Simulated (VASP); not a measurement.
A run of VASP 6.6.1 is set up as follows.

INCAR

```
SYSTEM = BN
PREC = Accurate ; ENCUT = 1330
EDIFF = 1E-6 ; ISMEAR = 0
SIGMA = 0.02 ; LREAL = .False.
LASPH = .True. ; NELM = 120
ALGO = Normal ; ISIF = 2
LWAVE = .False. ; LCHARG = .False.
NBANDS = 11 ; GGA_COMPAT = .False.
```

File KPOINTS:

```
Automatic mesh
0
Gamma
  12 12 12
  0 0 0
```

Contents of POSCAR:

```
BN
1.0
    0.0000000000      1.7899407110      1.7899407110
    1.7899407110      0.0000000000      1.7899407110
    1.7899407110      1.7899407110      0.0000000000
B N
1 1
Direct
    0.0000000000      0.0000000000      0.0000000000
    0.2500000000      0.2500000000      0.2500000000
```

Potentials or basis: VASP PAW LDA potentials, release 64 (B_h, N_h).

Command:

```console
$ cat potpaw_LDA.64/B_h/POTCAR potpaw_LDA.64/N_h/POTCAR > POTCAR
$ mpirun -np 1 vasp_std > vasp.out
```

Q: What does it give for the pressure?

A: 0.9 GPa.

Q: Estimate the band gap on the k mesh.

A: 4.38 eV (least direct gap 8.83 eV).

A k mesh can miss the band edges.
